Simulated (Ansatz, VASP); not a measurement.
One calculation of CaSe, two programs

The input POSCAR:

```
CaSe
1.0
    0.0000000000      2.9948991977      2.9948991977
    2.9948991977      0.0000000000      2.9948991977
    2.9948991977      2.9948991977      0.0000000000
Se Ca
1 1
Direct
    0.5000000000      0.5000000000      0.5000000000
    0.0000000000      0.0000000000      0.0000000000
```

The input INCAR.step1:

```
ALGO = Normal
EDIFF = 1E-4
ENCUT = 520
GGA = PE
ISMEAR = -1
LASPH = True
LCHARG = False
LREAL = False
LWAVE = True
NBANDS = 15
NELM = 60
PREC = Accurate
SIGMA = 0.05
```

Contents of INCAR.step2:

```
ALGO = Normal
EDIFF = 1E-6
ENCUT = 520
ISIF = 2
ISMEAR = -1
ISTART = 1
LASPH = True
LCHARG = False
LMIXTAU = True
LREAL = False
LWAVE = False
METAGGA = R2SCAN
NBANDS = 15
NELM = 60
PREC = Accurate
SIGMA = 0.05
```

KPOINTS

```
k-points
0
Gamma
  8 8 8
```

The input input.yaml:

```yaml
crystal:
  lattice:
    - [0.0, 2.9948991977, 2.9948991977]
    - [2.9948991977, 0.0, 2.9948991977]
    - [2.9948991977, 2.9948991977, 0.0]
  atoms:
    - { symbol: Se, position: [0.5, 0.5, 0.5] }
    - { symbol: Ca, position: [0.0, 0.0, 0.0] }
hamiltonian:
  xc: r2scan
  pseudopotentials: { kind: paw }
kpoints:
  mp_grid: { grid: [8, 8, 8] }
scf:
  occupations: { method: fermi_dirac, width: 0.05 }
output:
  forces: true
  stress: true
  eigenvalues: true
  write_density: true
  write_potential: true
  elf: true
  volumetric_format: npy
```

Alike in both runs: task single point; functional r2SCAN; k mesh 8 × 8 × 8; occupations fermi-dirac, width 0.05 eV; no spin polarisation.

|  | VASP | Ansatz |
| --- | --- | --- |
| version | VASP 6.6.1 | Ansatz 0.2.0 |
| potentials or method | VASP PAW PBE potentials, release 64 (Se, Ca_sv) | Ansatz PAW |
| plane-wave cutoff (eV) | 520 | 500 |
| valence electrons in the cell | 16 | 26 |

```tsv
	VASP	Ansatz	Ansatz less VASP
gap on the k mesh at the Fermi level (eV)	2.58	2.58	0.000
least direct gap on the mesh (eV)	3.49	3.49	+0.002
pressure (GPa)	-1.1	-1.4	-0.21
```

VASP's potentials were made for PBE, not for r2SCAN. The functional is the same, so the differences come from potentials, cutoffs and numerics. VASP's potentials hold 16 valence electrons a cell and Ansatz's 26, so a difference there can come from the potentials and not from the codes.
